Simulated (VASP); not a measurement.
Crystal: SiC.

```
C Si
1.0
     2.57651    0.00000    0.00000
     0.00000    3.35747    0.00000
     0.00000    0.00000    4.94116
C Si
2 2
Direct
  0.75000 0.00000 0.91255
  0.25000 0.00000 0.08745
  0.25000 0.50000 0.29243
  0.75000 0.50000 0.70757
```

Base run:

| Item | Value |
| --- | --- |
| Program | VASP 6.6.1 |
| Functional | PBE |
| Potentials or basis | VASP PAW PBE potentials, release 64 (C, Si) |
| Cutoff | 520 eV |
| k mesh | 10 × 8 × 6 |
| Occupations | fermi-dirac, width 0.02 eV |
| Spin | no spin polarisation |

Its results: band gap on the k mesh zero (bands 8 and 9 overlap by 3.82 eV); pressure 2.1 GPa; largest force 0.132 eV/Å.

The run is repeated on the same cell with these changes: functional from PBE to r2SCAN; k mesh from 10 × 8 × 6 to 8 × 8 × 6. What comes out?

Band gap on the k mesh zero (bands 8 and 9 overlap by 4.44 eV); pressure 0.0 GPa; largest force 0.051 eV/Å.

Several settings changed at once.

Caveats: the PAW data sets were made with another functional, which shifts forces and pressure a little (at least some runs).
